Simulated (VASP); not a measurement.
# TaN (Fm-3m) in VASP: notebook

TaN is run at these levels: LDA; tasks: single point.

All numbers are computed with VASP 6.6.1; they aren't measurements. Logs are shortened: lines on timing, memory, paths and dates and some standing lists are left out, and cuts for length are marked.

## (1) The cell of the first run

The structure is cubic, space group Fm-3m (No. 225). The conventional cell has a = 4.358 Å, b = 4.358 Å, c = 4.358 Å, α = 90.00°, β = 90.00°, γ = 90.00°. Ta (site symmetry m-3m) has 6 N at 2.18 Å within 2.9 Å. N (site symmetry m-3m) has 6 Ta at 2.18 Å within 2.9 Å.

## (2) Single point, LDA

The input, INCAR:

```
SYSTEM = TaN
PREC = Accurate
ENCUT = 520
EDIFF = 1E-6
ISMEAR = 0
SIGMA = 0.15
LREAL = .FALSE.
LASPH = .TRUE.
NELM = 80
ALGO = Normal
ISIF = 2
LWAVE = .FALSE.
LCHARG = .TRUE.
LELF = .TRUE.
LVHAR = .TRUE.
NBANDS = 15
```

The input, KPOINTS:

```
Automatic mesh
0
G
  18 18 18
  0 0 0
```

The input, POSCAR:

```
TaN
1.0
    0.0000000000      2.1790000000      2.1790000000
    2.1790000000      0.0000000000      2.1790000000
    2.1790000000      2.1790000000      0.0000000000
Ta N
1 1
Direct
    0.5000000000      0.5000000000      0.5000000000
    0.0000000000      0.0000000000      0.0000000000
```

Potentials or basis: VASP PAW LDA potentials, release 64 (Ta_pv, N).

Command:

```sh
> cat potpaw_LDA.64/Ta_pv/POTCAR potpaw_LDA.64/N/POTCAR > POTCAR
> mpirun -np 1 vasp_std > vasp.out
```

OUTCAR:

```text
SYSTEM = TaN
   PREC = Accurate
   ENCUT = 520
   EDIFF = 1E-6
   ISMEAR = 0
   LREAL = .FALSE.
   LASPH = .TRUE.
   NELM = 80
   ISIF = 2

 ion  position               nearest neighbor table
   1  0.500  0.500  0.500-   2 2.18   2 2.18   2 2.18   2 2.18   2 2.18   2 2.18
   2  0.000  0.000  0.000-   1 2.18   1 2.18   1 2.18   1 2.18   1 2.18   1 2.18

  LATTYP: Found a face centered cubic cell.
 ALAT       =     4.3580000000

  Lattice vectors:

 A1 = (   0.0000000000,   2.1790000000,   2.1790000000)
 A2 = (   2.1790000000,   0.0000000000,   2.1790000000)
 A3 = (   2.1790000000,   2.1790000000,   0.0000000000)

Analysis of symmetry for initial positions (statically):
=====================================================================
 Subroutine PRICEL returns:
 Original cell was already a primitive cell.

 Routine SETGRP: Setting up the symmetry group for a
 face centered cubic supercell.

 Subroutine GETGRP returns: Found 48 space group operations
 (whereof 48 operations were pure point group operations)
 out of a pool of 48 trial point group operations.

The static configuration has the point symmetry O_h .

Analysis of symmetry for dynamics (positions and initial velocities):
=====================================================================
 Subroutine PRICEL returns:
 Original cell was already a primitive cell.

 Routine SETGRP: Setting up the symmetry group for a
 face centered cubic supercell.

 Subroutine GETGRP returns: Found 48 space group operations
 (whereof 48 operations were pure point group operations)
 out of a pool of 48 trial point group operations.

The dynamic configuration has the point symmetry O_h .

 Subroutine INISYM returns: Found 48 space group operations
 (whereof 48 operations are pure point group operations),
 and found     1 'primitive' translations

----------------------------------------------------------------------------------------

                                     Primitive cell

  volume of cell :      20.6920

  direct lattice vectors                    reciprocal lattice vectors
     0.000000000  2.179000000  2.179000000    -0.229463056  0.229463056  0.229463056
     2.179000000  0.000000000  2.179000000     0.229463056 -0.229463056  0.229463056
     2.179000000  2.179000000  0.000000000     0.229463056  0.229463056 -0.229463056

  length of vectors
     3.081571352  3.081571352  3.081571352     0.397441672  0.397441672  0.397441672

  position of ions in fractional coordinates (direct lattice)
     0.500000000  0.500000000  0.500000000
     0.000000000  0.000000000  0.000000000

  ion indices of the primitive-cell ions
   primitive index   ion index
                 1           1
                 2           2

----------------------------------------------------------------------------------------

 KPOINTS: Automatic mesh

Automatic generation of k-mesh.
 Grid dimensions read from file:
 generate k-points for:   18   18   18

 Generating k-lattice:

  Cartesian coordinates                     Fractional coordinates (reciprocal lattice)
    -0.012747948  0.012747948  0.012747948     0.055555556  0.000000000  0.000000000
     0.012747948 -0.012747948  0.012747948     0.000000000  0.055555556  0.000000000
     0.012747948  0.012747948 -0.012747948     0.000000000  0.000000000  0.055555556

  Length of vectors
     0.022080093  0.022080093  0.022080093

  Shift w.r.t. Gamma in fractional coordinates (k-lattice)
     0.000000000  0.000000000  0.000000000

 Subroutine IBZKPT returns following result:
 ===========================================

 Found    195 irreducible k-points:

 Following reciprocal coordinates:
            Coordinates               Weight
  0.000000  0.000000  0.000000      1.000000
  0.055556  0.000000  0.000000      8.000000
  0.111111  0.000000  0.000000      8.000000
  0.166667  0.000000  0.000000      8.000000
  0.222222  0.000000  0.000000      8.000000
  0.277778  0.000000  0.000000      8.000000
[... 16 lines left out ...]
 -0.277778  0.055556  0.000000     24.000000
 -0.222222  0.055556  0.000000     24.000000
 [... further k-points ...]
   k-points           NKPTS =    195   k-points in BZ     NKDIM =    195   number of bands    NBANDS=     15
   number of dos      NEDOS =    301   number of ions     NIONS =      2
   total plane-waves  NPLWV =  13824
   dimension x,y,z NGX =    24 NGY =   24 NGZ =   24
   dimension x,y,z NGXF=    48 NGYF=   48 NGZF=   48
   ions per type =               1   1
   NGX,Y,Z   is equivalent  to a cutoff of  12.95, 12.95, 12.95 a.u.
   NGXF,Y,Z  is equivalent  to a cutoff of  25.90, 25.90, 25.90 a.u.
 SYSTEM =  TaN
   PREC   = accura    normal or accurate (medium, high low for compatibility)
   ISTART =      0    job   : 0-new  1-cont  2-samecut
   ICHARG =      2    charge: 1-file 2-atom 10-const
   ISPIN  =      1    spin polarized calculation?
   LNONCOLLINEAR =      F non collinear calculations
   LSORBIT =      F    spin-orbit coupling
   LASPH  =      T    aspherical Exc in radial PAW
   ENCUT  =  520.0 eV  38.22 Ry    6.18 a.u.   5.73  5.73  5.73*2*pi/ulx,y,z
   NELM   =     80;   NELMIN=  2; NELMDL= -5     # of ELM steps
   EDIFF  = 0.1E-05   stopping-criterion for ELM
   LREAL  =      F    real-space projection
   EDIFFG = 0.1E-04   stopping-criterion for IOM
   NSW    =      0    number of steps for IOM
   IBRION =     -1    ionic relax: 0-MD 1-quasi-New 2-CG
   NFREE  =      0    steps in history (QN), initial steepest desc. (CG)
   ISIF   =      2    stress and relaxation
   ISYM   =      2    0-nonsym 1-usesym 2-fastsym
   POTIM  = 0.5000    time-step for ionic-motion
   TEBEG  =    0.0;   TEEND  =   0.0 temperature during run
   PSTRESS=    0.0 pullay stress
   NELECT =      16.0000    total number of electrons
   NUPDOWN=      -1.0000    fix difference up-down
   EMIN   =  10.00;   EMAX   =-10.00  energy-range for DOS
   EFERMI =   0.00;   METHOD = LEGACY
   ISMEAR =     0;   SIGMA  =   0.15  broadening in eV -4-tet -1-fermi 0-gaus
   EFERMI_NEDOS =   21; number of points for ismear=-14 and -15
   IALGO  =     38    algorithm
   IMIX   =      4    mixing-type and parameters
     AMIX     =   0.40;   BMIX     =  1.00
     AMIX_MAG =   1.60;   BMIX_MAG =  1.00
  volume/ion in A,a.u.               =      10.35        69.82
  Fermi-wavevector in a.u.,A,eV,Ry     =   1.502615  2.839530 30.719922  2.257851
  Thomas-Fermi vector in A             =   2.613832
   LORBIT       =      0    0 simple, 1 ext, 2 COOP (PROOUT), +10 PAW based schemes
   GGA     = CA    functional components
   LHFCALC =     F    Hartree Fock is set to
   AEXX    =    0.0000 exact exchange contribution
   IVDW    =     0    specifies the selected vdW correction
   LEPSILON=     F    determine dielectric tensor
   LRPA    =     F    only Hartree local field effects (RPA)
 non-spin polarized calculation
 Gauss-broadening in eV      SIGMA  =   0.15
  energy-cutoff  :      520.00
  volume of cell :       20.69
 maximum number of plane-waves:       568
   NGX = 11   NGY = 11   NGZ = 11

 number of electron      16.0000001 magnetization

 Free energy of the ion-electron system (eV)
  ---------------------------------------------------
  ext. energy  EPLUGINS =         0.00000000
  ---------------------------------------------------
  free energy    TOTEN  =       -24.15456265 eV

  energy without entropy =      -24.14516739  energy(sigma->0) =      -24.14986502

 E-fermi :   9.7235     XC(G=0): -13.8099

 val. band max:        9.7179349965   @ k =   0.3889   0.0556   0.0000
 cond. band min:       9.7277999812   @ k =   0.2222   0.1667   0.0556
 fundamental gap:      0.0098649847
 Fermi energy:         9.7234978043

 k-point     1 :       0.0000    0.0000    0.0000
  band No.  band energies     occupation
      1     -25.7941      2.00000
      2     -25.7941      2.00000
      3     -25.7941      2.00000
      4      -9.1165      2.00000
      5       5.8691      2.00000
      6       5.8691      2.00000
      7       5.8691      2.00000
      8       7.5048      2.00000
      9       7.5048      2.00000
     10       7.5048      2.00000
     11       9.7175      1.04507
     12       9.7175      1.04507
     13      11.6843      0.00000
     14      19.2096      0.00000
     15      21.1757      0.00000

 k-point     2 :       0.0556    0.0000    0.0000
  band No.  band energies     occupation
      1     -25.8259      2.00000
      2     -25.7969      2.00000
      3     -25.7969      2.00000
      4      -9.0353      2.00000
      5       5.4425      2.00000
      6       5.5728      2.00000
      7       5.5728      2.00000
      8       7.6390      2.00000
      9       7.6390      2.00000
     10       7.7129      2.00000
     11      10.0515      0.00198
     12      10.0515      0.00198
     13      11.9058      0.00000
     14      19.4516      0.00000
     15      21.1757      0.00000

 k-point     3 :       0.1111    0.0000    0.0000
  band No.  band energies     occupation
      1     -25.9163      2.00000
      2     -25.8050      2.00000
      3     -25.8050      2.00000
      4      -8.7990      2.00000
      5       4.5480      2.00000
      6       4.9367      2.00000
      7       4.9367      2.00000
      8       7.9517      2.00000
      9       7.9517      2.00000
     10       8.0434      2.00000
     11      10.8827      0.00000
     12      10.8827      0.00000
     13      12.4929      0.00000
     14      20.1355      0.00000
     15      21.1755      0.00000

 k-point     4 :       0.1667    0.0000    0.0000
  band No.  band energies     occupation
      1     -26.0519      2.00000
      2     -25.8174      2.00000
      3     -25.8174      2.00000
      4      -8.4283      2.00000
      5       3.5173      2.00000
      6       4.2340      2.00000
      7       4.2340      2.00000
      8       8.3625      2.00000
      9       8.3954      2.00000
     10       8.3954      2.00000
     11      11.9622      0.00000
     12      11.9622      0.00000
     13      13.2765      0.00000
     14      21.1208      0.00000
     15      21.1772      0.00000
[... 307 lines left out ...]
 k-point    22 :      -0.3333    0.0556    0.0000
  band No.  band energies     occupation
      1     -26.5705      2.00000
      2     -25.9005      2.00000
      3     -25.8592      2.00000
      4      -6.6879      2.00000
      5       0.3320      2.00000
      6       2.3272      2.00000
      7       2.6029      2.00000
      8       9.8251      0.33821
      9      10.2514      0.00000
     10      11.1882      0.00000
     11      14.6521      0.00000
     12      15.6369      0.00000
     13      16.3729      0.00000
     14      21.1519      0.00000
     15      21.9621      0.00000

 k-point    23 :      -0.2778    0.0556    0.0000
  band No.  band energies     occupation
      1     -26.4308      2.00000
      2     -25.8879      2.00000
      3     -25.8421      2.00000
      4      -7.2117      2.00000
      5       1.1261      2.00000
      6       2.6903      2.00000
      7       3.0532      2.00000
      8       9.2164      2.00000
      9       9.5346      1.92514
     10      10.5366      0.00000
     11      13.7823      0.00000
     12      15.2364      0.00000
     13      15.3588      0.00000
     14      21.1666      0.00000
     15      22.4387      0.00000

 k-point    24 :      -0.2222    0.0556    0.0000
  band No.  band energies     occupation
      1     -26.2716      2.00000
      2     -25.8713      2.00000
      3     -25.8254      2.00000
      4      -7.7423      2.00000
      5       2.0287      2.00000
      6       3.1730      2.00000
      7       3.6055      2.00000
      8       8.7512      2.00000
      9       8.8706      2.00000
     10       9.8431      0.25944
     11      12.6717      0.00000
     12      14.2126      0.00000
     13      14.6370      0.00000
     14      21.1722      0.00000
     15      22.4495      0.00000

 [... further k-points ...]
[... 5 lines left out ...]
  --------------------------------------------------------------------------------------
  -------------------------------------------------------------------------------------
  Total       -0.0613183     -0.0613183     -0.0613183      0.0000000      0.0000000      0.0000000
  in kB       -4.7478704     -4.7478704     -4.7478704      0.0000000      0.0000000      0.0000000
  external PRESSURE =      -4.7478704 kB  Pullay stress =       0.0000000 kB

 VOLUME and BASIS-vectors are now :
 -----------------------------------------------------------------------------
  energy-cutoff  :      520.00
  volume of cell :       20.69
      direct lattice vectors                 reciprocal lattice vectors
     0.000000000  2.179000000  2.179000000    -0.229463056  0.229463056  0.229463056
     2.179000000  0.000000000  2.179000000     0.229463056 -0.229463056  0.229463056
     2.179000000  2.179000000  0.000000000     0.229463056  0.229463056 -0.229463056

 POSITION                                       TOTAL-FORCE (eV/Angst)
 -----------------------------------------------------------------------------------
      2.17900      2.17900      2.17900        -0.000000     -0.000000     -0.000000
      0.00000      0.00000      0.00000         0.000000      0.000000      0.000000
 -----------------------------------------------------------------------------------
    total drift:                                0.000000     -0.000000     -0.000000

  FREE ENERGIE OF THE ION-ELECTRON SYSTEM (eV)
  ---------------------------------------------------
  free  energy   TOTEN  =       -24.1545626484 eV

  energy  without entropy=      -24.1451673882  energy(sigma->0) =      -24.14986502
```

Run time: 20 s. Hardware: 1 thread of Intel Xeon Platinum 8488C (Sapphire Rapids), shared host; peak memory 0.18 GiB.

What came out:

| Item | Value |
| --- | --- |
| Free energy | -24.1546 eV |
| Pressure | -0.5 GPa |
| Band gap on the k mesh | zero (band 8 reaches 11.68 eV, above the bottom of band 9 at 7.50 eV) |

Levels at points of the mesh, in eV from the Fermi level:
```tsv
k point	band 6	band 7	band 8	band 9	band 10	band 11
(0.00, 0.00, 0.00)	-3.85	-3.85	-2.22	-2.22	-2.22	-0.01
(0.50, 0.00, 0.00)	-7.78	-7.78	1.96	1.96	2.07	4.03
(0.50, 0.50, 0.00)	-5.67	-4.64	-4.64	2.13	3.68	3.68
```

Caveat: spin-orbit coupling is left out, which moves the levels of the heavy elements.

(Continued in part 2 of 2.)
